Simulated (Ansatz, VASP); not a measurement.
## One calculation of HgTe, two programs

```
Hg Te
1.0
     5.74286    0.00000    0.00000
     0.00000    3.32378    0.00000
     0.00000    0.00000    5.74633
Hg Te
2 2
Direct
  0.75000 0.00000 0.75045
  0.25000 0.00000 0.24955
  0.75000 0.50000 0.25040
  0.25000 0.50000 0.74960
```

Alike in both runs: functional PBE; k mesh 4 × 4 × 4; occupations gaussian, width 0.1 eV; no spin polarisation.

Ansatz relaxed the structure, and its values are those at the end. VASP's run is a single point on that final structure, the one shown.

|  | VASP | Ansatz |
| --- | --- | --- |
| version | VASP 6.6.1 | Ansatz 0.2.0 |
| potentials or method | VASP PAW PBE potentials, release 64 (Hg, Te), cutoff 520 eV | scalar-relativistic, plane waves, PAW |
| valence electrons in the cell | 36 | 72 |

```csv
,VASP,Ansatz,Ansatz less VASP
gap on the k mesh at the Fermi level (eV),none,none,-
pressure (GPa),0.0,0.0,-0.05
```

A gap of «none» marks a metal or a gap that the smearing closes. With one functional, cell and mesh, what is left measures potentials, basis and numerics. VASP's potentials hold 36 valence electrons a cell and Ansatz's 72, so a difference there can come from the potentials and not from the codes.

The k mesh is coarse, so the values compare programs but aren't converged. Neither program's run includes spin-orbit coupling.
